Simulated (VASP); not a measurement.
Here is a VASP 6.6.1 calculation.

The input INCAR:

```
ALGO = Normal ; EDIFF = 1E-8
ENCUT = 520 ; GGA = CA
ISIF = 2 ; ISMEAR = -1
LASPH = True ; LCHARG = False
LEFG = True ; LREAL = False
LWAVE = False ; NBANDS = 19
NELM = 100 ; PREC = Accurate
SIGMA = 0.08
```

The input KPOINTS:

```
k-points
0
Gamma
  14 14 10
```

Contents of POSCAR:

```
TiHg
1.0
    3.0680149827      0.0000000000      0.0000000000
    0.0000000000      3.0680149827      0.0000000000
    0.0000000000      0.0000000000      4.1202554154
Ti Hg
1 1
Direct
    0.5000000000      0.5000000000      0.5000000000
    0.0000000000      0.0000000000      0.0000000000
```

Potentials or basis: VASP PAW LDA potentials, release 64 (Ti_sv, Hg).

Command:

```console
$ cat potpaw_LDA.64/Ti_sv/POTCAR potpaw_LDA.64/Hg/POTCAR > POTCAR
$ mpirun -np 1 vasp_std > vasp.out
```

Q: What does it give for the pressure?

A: -11.1 GPa.

Q: Estimate the band gap on the k mesh.

A: Zero (bands 12 and 13 overlap by 1.00 eV).

Stress tensor (GPa, compression positive):
```
-11.18   0.00   0.00
  0.00 -11.18   0.00
  0.00   0.00 -10.93
```

Caveat: the cell stands under tension; without QUAD_EFG the Cq values of the log hold for a quadrupole moment of 1 mb, not for the nuclei; spin-orbit coupling is left out, which moves the levels of the heavy elements.
